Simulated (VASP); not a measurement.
# LaFe5H2 (Cmmm) in VASP: a series of runs, part 2 of 2

VASP 6.6.1. The steps go on from the part before.

## Step 3: Single point, PBE, collinear spin, ferromagnetic start

This run uses another cell than the first one, of 12.30 Å³/atom.

File INCAR:

```
SYSTEM = LaFe5H2
  ALGO = Normal
  EDIFF = 1E-6
  ENCUT = 600
  GGA = PE
  GGA_COMPAT = .FALSE.
  ISIF = 2
  ISMEAR = -1
  ISPIN = 2
  LASPH = .TRUE.
  LCHARG = .FALSE.
  LMAXMIX = 6
  LORBIT = 11
  LREAL = .FALSE.
  LWAVE = .FALSE.
  MAGMOM = 0 3 3 3 3 3 0 0
  NBANDS = 40
  NELM = 200
  PREC = Accurate
  SIGMA = 0.05
```

File KPOINTS:

```
k-points
0
G
  6 6 7
  0 0 0
```

File POSCAR:

```
LaFe5H2
1.0
    2.5995137414     -4.5318201220      0.0000000000
    2.5995137414      4.5318201220      0.0000000000
    0.0000000000      0.0000000000      4.1779503110
La Fe H
1 5 2
Direct
    0.0000000000      0.0000000000      0.0000000000
    0.5000000000      0.5000000000      0.5000000000
    0.3367460000      0.6632540000      0.0000000000
    0.6632540000      0.3367460000      0.0000000000
    0.0000000000      0.5000000000      0.5000000000
    0.5000000000      0.0000000000      0.5000000000
    0.8665220000      0.1334780000      0.5000000000
    0.1334780000      0.8665220000      0.5000000000
```

Potentials or basis: VASP PAW PBE potentials, release 64 (La, Fe, H).

Command:

```bash
> cat potpaw_PBE.64/La/POTCAR potpaw_PBE.64/Fe/POTCAR potpaw_PBE.64/H/POTCAR > POTCAR
> mpirun -np 1 vasp_std > vasp.out
```

OUTCAR:

```text
SYSTEM = LaFe5H2
   EDIFF = 1E-6
   ENCUT = 600
   GGA = PE
   ISIF = 2
   ISMEAR = -1
   ISPIN = 2
   LASPH = .TRUE.
   LORBIT = 11
   LREAL = .FALSE.
   NELM = 200
   PREC = Accurate

 ion  position               nearest neighbor table
   1  0.000  0.000  0.000-   4 2.99   3 2.99   4 2.99   3 2.99   3 3.05   4 3.05   2 3.33   2 3.33
                             2 3.33   2 3.33   6 3.34   5 3.34   5 3.34   5 3.34   6 3.34   6 3.34
   2  0.500  0.500  0.500-   3 2.56   4 2.56   3 2.56   4 2.56   5 2.61   6 2.61   6 2.61   5 2.61
                             1 3.33   1 3.33   1 3.33   1 3.33
   3  0.337  0.663  0.000-   2 2.56   2 2.56   6 2.58   5 2.58   5 2.58   6 2.58   4 2.96   1 2.99
                             1 2.99   4 3.04   4 3.04   1 3.05
   4  0.663  0.337  0.000-   2 2.56   2 2.56   6 2.58   5 2.58   5 2.58   6 2.58   3 2.96   1 2.99
                             1 2.99   3 3.04   3 3.04   1 3.05
   5  0.000  0.500  0.500-   7 1.67   8 1.67   3 2.58   4 2.58   3 2.58   4 2.58   6 2.60   6 2.60
                             2 2.61   2 2.61   1 3.34   1 3.34   1 3.34   1 3.34
   6  0.500  0.000  0.500-   7 1.67   8 1.67   3 2.58   4 2.58   3 2.58   4 2.58   5 2.60   5 2.60
                             2 2.61   2 2.61   1 3.34   1 3.34   1 3.34   1 3.34
   7  0.867  0.133  0.500-   5 1.67   6 1.67
   8  0.133  0.867  0.500-   5 1.67   6 1.67

  LATTYP: Found a base centered orthorhombic cell.
 ALAT       =     5.1990274828
 B/A-ratio  =     1.7433337819
 C/A-ratio  =     0.8036022746

  Lattice vectors:

 A1 = (   2.5995137414,  -4.5318201220,   0.0000000000)
 A2 = (   2.5995137414,   4.5318201220,   0.0000000000)
 A3 = (   0.0000000000,   0.0000000000,   4.1779503110)

Analysis of symmetry for initial positions (statically):
=====================================================================
 Subroutine PRICEL returns:
 Original cell was already a primitive cell.
[... 1196 lines left out ...]
  band No.  band energies     occupation
      1     -25.4901      1.00000
      2      -9.5279      1.00000
      3      -9.4589      1.00000
      4      -9.2592      1.00000
      5      -1.9791      1.00000
      6       1.3098      1.00000
[... 973 lines left out ...]
     37       9.3684      0.00000
     38       9.5041      0.00000

 [... further k-points ...]

 [bands above 38 left out]

------------------------ aborting loop because EDIFF is reached ----------------------------------------

  FORCE on cell =-STRESS in cart. coord.  units (eV):
  Direction    XX          YY          ZZ          XY          YZ          ZX
  --------------------------------------------------------------------------------------
  -------------------------------------------------------------------------------------
  Total       -1.5602730     -1.4740941     -1.8015424     -0.0000000      0.0000000      0.0000000
  in kB      -25.3952879    -23.9926238    -29.3222322     -0.0000000      0.0000000      0.0000000
  external PRESSURE =     -26.2367146 kB  Pullay stress =       0.0000000 kB

 VOLUME and BASIS-vectors are now :
 -----------------------------------------------------------------------------
  energy-cutoff  :      600.00
  volume of cell :       98.44
      direct lattice vectors                 reciprocal lattice vectors
     2.599513741 -4.531820122  0.000000000     0.192343665 -0.110330946  0.000000000
     2.599513741  4.531820122  0.000000000     0.192343665  0.110330946  0.000000000
     0.000000000  0.000000000  4.177950311     0.000000000  0.000000000  0.239351817

 POSITION                                       TOTAL-FORCE (eV/Angst)
 -----------------------------------------------------------------------------------
      0.00000      0.00000      0.00000         0.000000      0.000000     -0.000000
      2.59951      0.00000      2.08898         0.000000      0.000000     -0.000000
      2.59951      1.47968      0.00000         0.000000      0.014242      0.000000
      2.59951     -1.47968      0.00000         0.000000     -0.014242     -0.000000
      1.29976      2.26591      2.08898         0.000000     -0.000000     -0.000000
      1.29976     -2.26591      2.08898         0.000000     -0.000000     -0.000000
      2.59951     -3.32202      2.08898         0.000000      0.025267     -0.000000
      2.59951      3.32202      2.08898         0.000000     -0.025267     -0.000000
 -----------------------------------------------------------------------------------
    total drift:                               -0.000000     -0.000000      0.000000

  FREE ENERGIE OF THE ION-ELECTRON SYSTEM (eV)
  ---------------------------------------------------
  free  energy   TOTEN  =       -53.1684455362 eV

  energy  without entropy=      -53.1318146981  energy(sigma->0) =      -53.15013012

 total charge

# of ion       s       p       d       f       tot
--------------------------------------------------
    1        2.036   5.639   0.815   0.174   8.664
    2        0.472   0.411   6.138   0.000   7.021
    3        0.475   0.390   6.167   0.000   7.032
    4        0.475   0.390   6.167   0.000   7.032
    5        0.457   0.526   6.256   0.000   7.239
    6        0.457   0.526   6.256   0.000   7.239
    7        0.559   0.022   0.000   0.000   0.581
    8        0.559   0.022   0.000   0.000   0.581
--------------------------------------------------
tot          5.491   7.926  31.799   0.174  45.390

 magnetization (x)

# of ion       s       p       d       f       tot
--------------------------------------------------
    1       -0.010  -0.007  -0.159  -0.027  -0.204
    2       -0.002  -0.041   2.615   0.000   2.572
    3        0.003  -0.051   2.626   0.000   2.579
    4        0.003  -0.051   2.626   0.000   2.579
    5       -0.009  -0.032   2.071   0.000   2.030
    6       -0.009  -0.032   2.071   0.000   2.030
    7       -0.013   0.001   0.000   0.000  -0.013
    8       -0.013   0.001   0.000   0.000  -0.013
--------------------------------------------------
tot         -0.051  -0.213  11.851  -0.027  11.560
```

OSZICAR:

```text
N       E                     dE             d eps       ncg     rms          rms(c)
DAV:   1     0.444089406914E+03    0.44409E+03   -0.22848E+04  8504   0.215E+03
DAV:   2     0.144266181488E+02   -0.42966E+03   -0.39553E+03  9144   0.380E+02
DAV:   3    -0.537524753837E+02   -0.68179E+02   -0.60475E+02  9952   0.171E+02
[... 13 lines left out ...]
DAV:  17    -0.531683935763E+02    0.52410E-03   -0.16518E-03 15952   0.473E-01    0.139E-01
DAV:  18    -0.531684276933E+02   -0.34117E-04   -0.68989E-04 14336   0.222E-01    0.899E-02
DAV:  19    -0.531684437785E+02   -0.16085E-04   -0.17535E-04 15232   0.174E-01    0.515E-02
DAV:  20    -0.531684455791E+02   -0.18006E-05   -0.61458E-05 15312   0.927E-02    0.193E-02
DAV:  21    -0.531684456549E+02   -0.75741E-07   -0.21146E-05 13272   0.424E-02    0.177E-02
DAV:  22    -0.531684455362E+02    0.11870E-06   -0.57344E-06 11384   0.325E-02
   1 F= -.53168446E+02 E0= -.53150130E+02  d E =-.366308E-01  mag=    11.2902
```

Wall time 18 min (1 thread of Intel Xeon Platinum 8259CL at 2.50GHz (Skylake/Cascade Lake), shared host); peak memory 0.57 GiB.

What came out:

| Property | Result |
| --- | --- |
| Free energy | -53.1684 eV |
| Pressure | -2.6 GPa |
| Largest force | 0.025 eV/Å |
| Net moment | 11.29 μB per cell |
| Site moments | La -0.20; Fe +2.57, +2.58, +2.03 (each value once); H -0.01 μB |
| Valence electrons inside the program's atomic spheres | La 8.66; Fe 7.02, 7.03, 7.24 (each value once); H 0.58 |

Forces in eV/Å, atoms in the order of the input:
```
La   0.000  0.000  0.000
Fe   0.000  0.000  0.000
Fe   0.000  0.014  0.000
Fe   0.000 -0.014  0.000
Fe   0.000  0.000  0.000
Fe   0.000  0.000  0.000
H    0.000  0.025  0.000
H    0.000 -0.025  0.000
```

Stress tensor (GPa, compression positive):
```
-2.54  0.00  0.00
 0.00 -2.40  0.00
 0.00  0.00 -2.93
```

Levels at points of the mesh, in eV from the Fermi level:
Spin up:
```tsv
k point	band 29	band 30	band 31	band 32	band 33	band 34	band 35	band 36
(0.00, 0.00, 0.00)	-0.37	-0.33	-0.27	0.52	0.81	1.12	1.22	1.38
(0.50, 0.00, 0.00)	-1.27	-1.22	-0.50	-0.31	0.55	1.85	2.23	2.58
(0.50, 0.50, 0.00)	-1.34	-1.24	-1.17	-0.26	1.49	1.61	2.24	2.49
```
Spin down:
| k point | band 19 | band 20 | band 21 | band 22 | band 23 | band 24 |
| --- | --- | --- | --- | --- | --- | --- |
| (0.00, 0.00, 0.00) | 0.18 | 0.46 | 0.46 | 0.48 | 0.52 | 0.65 |
| (0.50, 0.00, 0.00) | -0.73 | -0.39 | -0.37 | 0.40 | 0.74 | 0.76 |
| (0.50, 0.50, 0.00) | -0.77 | -0.60 | -0.46 | 0.46 | 0.52 | 0.68 |

Caveat: spin-orbit coupling is left out, which moves the levels of the heavy elements.
